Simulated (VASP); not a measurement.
HfO2, 3 atoms in the cell. Symmetry: Fm-3m, No. 225, cubic system. Conventional cell: a = 5.115 Å, b = 5.115 Å, c = 5.115 Å, α = 90.00°, β = 90.00°, γ = 90.00°. Hf (site symmetry m-3m) has 8 O at 2.21 Å within 2.9 Å. O (site symmetry -43m) has 4 Hf at 2.21 Å and 6 O at 2.56 Å within 2.9 Å. 

```yaml
Program: VASP 6.6.1
Task: single point
Functional: r2SCAN
Potentials_or_basis: VASP PAW PBE potentials, release 64 (Hf_pv, O)
Cutoff: 520 eV
k_mesh: 9 × 9 × 9
Occupations: fermi-dirac, width 0.05 eV
Spin: no spin polarisation
Dipole_correction: no
Further_INCAR_settings: ALGO = Normal; EDIFF = 1e-06; NBANDS = 18
```

Potentials or basis: VASP PAW PBE potentials, release 64 (Hf_pv, O).

The run is started by

```sh
$ cat potpaw_PBE.64/Hf_pv/POTCAR potpaw_PBE.64/O/POTCAR > POTCAR
$ cp INCAR.step1 INCAR
$ mpirun -np 1 vasp_std > vasp.out
$ cp INCAR.step2 INCAR
$ mpirun -np 1 vasp_std > vasp.out
```

Hardware: 1 thread of AMD EPYC 7R13 Processor (Zen 3), with other jobs on the host.

**Question.** How long does it take, and how much memory?

**Answer.** Run time: 110 s on 1 thread of AMD EPYC 7R13 Processor (Zen 3) (shared host), peak memory 0.14 GiB. Counts: k points 35.
